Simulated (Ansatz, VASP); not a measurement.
**HfO2 in VASP and in Ansatz**

```
Hf O
1.0
     3.57669    0.00000    0.00000
     0.00000    3.57669    0.00000
     0.00000    0.00000    5.20222
Hf O
2 4
Direct
  0.50000 0.50000 0.50000
  0.00000 0.00000 0.00000
  0.00000 0.50000 0.69621
  0.50000 0.00000 0.80379
  0.50000 0.00000 0.30379
  0.00000 0.50000 0.19621
```

Alike in both runs: task single point; functional PBE0; k mesh 4 × 4 × 2; no spin polarisation.

```csv
,VASP,Ansatz
version,VASP 6.6.1,Ansatz 0.2.0
potentials or method,"VASP PAW PBE potentials, release 64 (Hf_pv, O)",plane waves
plane-wave cutoff (eV),520,420
occupations,"gaussian, width 0.01 eV",fixed
valence electrons in the cell,44,76
```

Ansatz gave:

```
gap on the k mesh at the Fermi level (eV)                     : 7.12
pressure (GPa)                                                : 0.1
traceless stress, the component that is largest in VASP (GPa) : -0.03
rms of the force components (eV/Å)                            : 0.015
```

Problem. What did VASP give for the same quantities?

Solution. gap on the k mesh at the Fermi level (eV): 7.07; pressure (GPa): -4.6; traceless stress, the component that is largest in VASP (GPa): 0.38; rms of the force components (eV/Å): 0.031.

Atom by atom the forces differ by 0.046 eV/Å (rms over components). One of these differences is far larger than is usual between the two programs; its cause wasn't traced. VASP's potentials hold 44 valence electrons a cell and Ansatz's 76, so a difference there can come from the potentials and not from the codes. Ansatz's warnings: stress exchange threshold loose, stress scf threshold loose.

The k mesh is coarse, so the values compare programs but aren't converged. Neither program's run includes spin-orbit coupling.
